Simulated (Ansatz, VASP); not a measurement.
## AlSi23HO48: VASP beside Ansatz

```xyz
73
Lattice="9.8316 0.0000 0.0000 -4.9158 8.5144 0.0000 0.0000 0.0000 10.8182" Properties=species:S:1:pos:R:3 pbc="T T T"
Si    2.6616    0.0013    1.7334
Si   -1.3158    2.3319    3.6485
Si    1.0757    1.9814    0.0114
Si   -2.2801    8.4833    7.1571
Si    8.4804    2.2949    9.0565
Si    1.1840    1.9078    5.3723
Si    0.1708    4.2744    1.8270
Si   -3.7419    6.5595    3.6051
Si   -1.3104    6.1991   10.7670
Si    6.0491    6.5226    8.9967
Si   -1.2784    6.2627    5.3795
Si    7.5117    0.0850    1.7936
Si    3.6107    2.2395    3.5506
Si    5.9936    2.0005   10.8002
Si    7.5557    0.0243    7.2006
Si    3.4920    2.2910    8.9783
Si    6.0371    1.9890    5.4152
Si    5.0909    4.2734    1.8303
Si    1.1251    6.5805    3.5786
Si    3.6584    6.3403    0.0698
Si    4.9862    4.2626    7.1848
Si    1.2159    6.5575    9.0878
Si    3.6056    6.3014    5.3580
O    -0.3316    1.7153    4.7858
O     1.0970    3.0956    1.1999
O    -0.7531    3.7300    3.0467
O     1.6747    0.5856    0.5796
O     2.1104    2.4131    4.1232
O     3.6301    1.1616    2.3280
O    -0.4247    1.7109   10.2782
O     1.2587    2.9470    6.5864
O    -0.8094    3.6913    8.5166
O     1.7090    0.4581    5.9140
O     2.0145    2.5218    9.6050
O     3.5218    1.1729    7.8051
O    -2.8044    6.0760    4.8337
O    -1.3005    7.3835    1.0621
O    -3.1811    7.9209    2.9274
O    -0.7949    4.8318    0.6387
O    -0.3697    6.8422    4.1446
O     1.1307    5.4552    2.3976
O    -2.8023    5.9803   10.1767
O    -1.2576    7.3575    6.5995
O    -3.2283    7.8951    8.3469
O    -0.7038    4.8848    5.9217
O    -0.3286    6.6307    9.5224
O     1.4244    5.2848    7.9719
O     4.5908    1.7116    4.7394
O     5.9985    3.0990    1.1810
O     4.1239    3.6774    2.9916
O     6.5261    0.5866    0.5903
O     7.0505    2.6018    4.3016
O     8.4016    1.2894    2.4026
O     4.5026    1.8350   10.1683
O     5.8949    3.0387    6.6542
O     3.8941    3.7513    8.3183
O     6.6075    0.5916    6.0106
O     6.9598    2.4920    9.6022
O     8.4783    1.1712    7.8600
O     2.1061    6.0823    4.7823
O     3.6300    7.4804    1.2177
O     1.6727    7.9824    2.9749
O     4.1639    4.9234    0.6594
O     4.5850    6.8234    4.1720
O     6.0692    5.4003    2.4593
O     2.1453    6.1124   10.3250
O     3.5895    7.3691    6.5916
O     1.6630    7.9163    8.3604
O     4.1180    4.8784    5.9586
O     4.5827    6.8148    9.6384
O     5.9452    5.3786    7.8495
Al    0.1692    4.1347    7.1783
H     2.1415    4.8606    8.0792
```

Alike in both runs: task single point; functional PBE; k mesh 1 × 1 × 1; occupations gaussian, width 0.02 eV; no spin polarisation.

```csv
,VASP,Ansatz
version,VASP 6.6.1,Ansatz 0.2.0
potentials or method,"VASP PAW PBE potentials, release 64 (Si, O, Al, H)","scalar-relativistic, plane waves, PAW"
plane-wave cutoff (eV),520,420
valence electrons in the cell,384,384
```

```csv
,VASP,Ansatz,Ansatz less VASP
gap on the k mesh at the Fermi level (eV),5.43,5.43,+0.003
least direct gap on the mesh (eV),5.43,5.43,+0.003
```

With one functional, cell and mesh, what is left measures potentials, basis and numerics.
